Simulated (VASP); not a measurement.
The system is MoSe.

```
Mo Se
1.0
     0.00000    2.54904    2.54904
     2.54904    0.00000    2.54904
     2.54904    2.54904    0.00000
Mo Se
1 1
Cartesian
  0.0000 0.0000 0.0000
  2.5490 2.5490 2.5490
```

* Program: VASP 6.6.1
* Task: relaxation of cell and atoms
* Functional: PBEsol
* Potentials or basis: VASP PAW PBE potentials, release 64 (Mo_sv, Se)
* Cutoff: 600 eV
* k mesh: 14 × 14 × 14
* Occupations: gaussian, width 0.1 eV
* Spin: no spin polarisation

At the start: pressure 5.5 GPa; volume 16.56 Å³/atom.

How do energy, volume and symmetry change on relaxing?

Over 3 steps the energy falls by 9.1 meV/atom and the volume is 17.11 Å³/atom (+3.3 %); space group Fm-3m (No. 225, to 0.1 Å) before and after.

Step by step:
```tsv
step	energy change (eV)	largest force (eV/Å)	pressure (GPa)	volume (Å³)
1	0.0000	0.0000	5.55	33.13
2	0.0216	0.0000	-6.96	35.95
3	-0.0183	0.0000	-0.05	34.23
```

Final structure:
```yaml
crystal:
  lattice:
    - [0.00000, 2.57695, 2.57695]
    - [2.57695, 0.00000, 2.57695]
    - [2.57695, 2.57695, 0.00000]
  atoms:
    - { symbol: Mo, position: [0.00000, 0.00000, 0.00000] }
    - { symbol: Se, position: [0.50000, 0.50000, 0.50000] }
```

Caveat: the PAW data sets were made with another functional, which shifts forces and pressure a little.
